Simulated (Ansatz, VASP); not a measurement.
## AlSiN in VASP and in Ansatz

```
CELL_PARAMETERS angstrom
3.34245 0.00000 0.00000
0.00000 3.36544 0.00000
0.00000 0.00000 3.39121
ATOMIC_POSITIONS crystal
Al 0.00000 0.00000 0.00000
Si 0.50000 0.50000 0.50000
N 0.50000 0.50000 0.00000
```

Change from the starting cell: species swapped into the TbCoC type (Pmmm, No. 47).

Alike in both runs: task relaxation of cell and atoms; functional PBE; k mesh 6 × 6 × 6; occupations gaussian, width 0.1 eV; no spin polarisation.

```csv
,VASP,Ansatz
version,VASP 6.6.1,Ansatz 0.2.0
potentials or method,"VASP PAW PBE potentials, release 64 (Al, Si, N), cutoff 600 eV","scalar-relativistic, plane waves, PAW"
valence electrons in the cell,12,12
```

|  | VASP | Ansatz | Ansatz less VASP |
| --- | --- | --- | --- |
| gap on the k mesh at the Fermi level, each at its own relaxed structure (eV) | none | none | - |
| relaxed volume (Å³/atom) | 12.05 | 12.70 | +0.641 |
| relaxed cell length with the largest relative difference (Å) | 4.959 | 5.237 | +0.2783 |

A gap of «none» marks a metal or a gap that the smearing closes. One of these differences is far larger than is usual between the two programs; its cause wasn't traced.
